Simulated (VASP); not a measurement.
Wanted: the native input for a VASP 6.6.1 run.

| Item | Value |
| --- | --- |
| Task | relaxation of cell and atoms |
| Functional | PBE |
| Potentials or basis | VASP PAW PBE potentials, release 64 (Sn_d) |
| Cutoff | 600 eV |
| k mesh | 16 × 16 × 16 |
| Occupations | gaussian, width 0.1 eV |
| Spin | no spin polarisation |
| Dipole correction | no |
| Further INCAR settings | ALGO = Normal; EDIFF = 1e-06; IBRION = 2; EDIFFG = -0.005; NSW = 100; ISIF = 3 |

The structure of Sn lies in POSCAR:

```
Sn
1.0
   -2.9196440750      2.9196440750      1.5938000000
    2.9196440750     -2.9196440750      1.5938000000
    2.9196440750      2.9196440750     -1.5938000000
Sn
2
Direct
    0.0000000000      0.0000000000      0.0000000000
    0.7500000000      0.2500000000      0.5000000000
```

The input as run:

INCAR

```
ALGO = Normal
EDIFF = 1E-6
EDIFFG = -0.005
ENCUT = 600
GGA = PE
IBRION = 2
ISIF = 3
ISMEAR = 0
LASPH = True
LCHARG = False
LREAL = False
LWAVE = False
NELM = 100
NSW = 100
PREC = Accurate
SIGMA = 0.1
```

KPOINTS

```
k-points
0
Gamma
  16 16 16
```

Potentials or basis: VASP PAW PBE potentials, release 64 (Sn_d).

The run is started by

```console
$ cat potpaw_PBE.64/Sn_d/POTCAR > POTCAR
$ mpirun -np 1 vasp_std > vasp.out
```

Results of the run:

```
Relaxed volume                         : 28.40 Å³/atom
Relaxed cell                           : a = 4.501 Å, b = 4.501 Å, c = 4.501 Å, α = 97.32°, β = 97.32°, γ = 138.18°
Space group after relaxing (to 0.05 Å) : I4_1/amd (No. 141)
Energy gained by relaxing              : 9.1 meV/atom
Ionic steps                            : 11
Pressure after relaxing                : 0.0 GPa
Band gap on the k mesh                 : zero (band 14 reaches 8.94 eV, above the bottom of band 15 at 4.93 eV)
```

Caveat: spin-orbit coupling is left out, which moves the levels of the heavy elements.

It took 14 min on 1 thread of Intel(R) Xeon(R) 6975P-C (Granite Rapids), on a shared host, peak memory 0.51 GiB.
